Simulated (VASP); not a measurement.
Input of a VASP 6.6.1 run:

INCAR

```
SYSTEM = Zn2GeO3
  PREC = Accurate
  ENCUT = 520
  EDIFF = 1E-6
  ISMEAR = 0
  SIGMA = 0.1
  LREAL = .False.
  LASPH = .True.
  NELM = 60
  ALGO = Normal
  ISIF = 2
  LWAVE = .False.
  LCHARG = .True.
  GGA = PE
  LELF = .True.
  LVHAR = .True.
  NBANDS = 37
```

File KPOINTS:

```
regular mesh
0
Gamma
  6 6 2
  0 0 0
```

File POSCAR:

```
Zn2GeO3
1.0
    2.9364775500      0.0000000000      0.0000000000
    0.0000000000      2.9364775500      0.0000000000
    0.0000000000      0.0000000000     10.9272190000
Zn Ge O
2 1 3
Direct
    0.5000000000      0.5000000000      0.8681410000
    0.5000000000      0.5000000000      0.1318590000
    0.0000000000      0.0000000000      0.0000000000
    0.0000000000      0.0000000000      0.6647679800
    0.0000000000      0.0000000000      0.3352320200
    0.5000000000      0.5000000000      0.5000000000
```

Potentials or basis: VASP PAW PBE potentials, release 64 (Zn, Ge_d, O).

Command:

```bash
$ cat potpaw_PBE.64/Zn/POTCAR potpaw_PBE.64/Ge_d/POTCAR potpaw_PBE.64/O/POTCAR > POTCAR
$ mpirun -np 1 vasp_std > vasp.out
```

Question: Predict the largest force.

Answer: 3.450 eV/Å.

Question: Estimate the pressure.

Answer: -0.7 GPa.

Stress tensor (GPa, compression positive):
```
 3.06  0.00  0.00
 0.00  3.06  0.00
 0.00  0.00 -8.29
```

Caveat: the stress differs along the axes, from -8 to 3 GPa; forces of over 1 eV/Å act on the atoms, so gaps and moduli don't describe the material at rest.
